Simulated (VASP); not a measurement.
A run of VASP 6.6.1:

Contents of INCAR:

```
PREC = Accurate
ENCUT = 600
EDIFF = 1E-6
ISMEAR = 0
SIGMA = 0.1
LREAL = False
LASPH = True
NELM = 60
ALGO = Normal
ISIF = 3
LWAVE = False
LCHARG = False
GGA = PE
IBRION = 2
NSW = 90
EDIFFG = -0.04
```

Contents of KPOINTS:

```
regular mesh
0
Gamma
  4 4 4
```

POSCAR

```
Zr4Cl
1.0
    4.5351722900      0.0000000000      0.0000000000
    0.0000000000      4.5351722900      0.0000000000
    0.0000000000      0.0000000000      4.5351722900
Zr Cl
4 1
Direct
    0.5000000000      0.0000000000      0.0000000000
    0.0000000000      0.5000000000      0.0000000000
    0.0000000000      0.0000000000      0.5000000000
    0.5000000000      0.5000000000      0.5000000000
    0.0000000000      0.0000000000      0.0000000000
```

Potentials or basis: VASP PAW PBE potentials, release 64 (Zr_sv, Cl).

Launch:

```bash
$ cat potpaw_PBE.64/Zr_sv/POTCAR potpaw_PBE.64/Cl/POTCAR > POTCAR
$ mpirun -np 1 vasp_std > vasp.out
```

Hardware: 1 thread of Oxide Virtual Turin-like Processor (shared host).

Q: Estimate the wall time of this run.

A: Wall time 3.6 min on 1 thread of Oxide Virtual Turin-like Processor (shared host), peak memory 0.19 GiB. Counts: scf iterations 62, k points 10, ion steps 5.
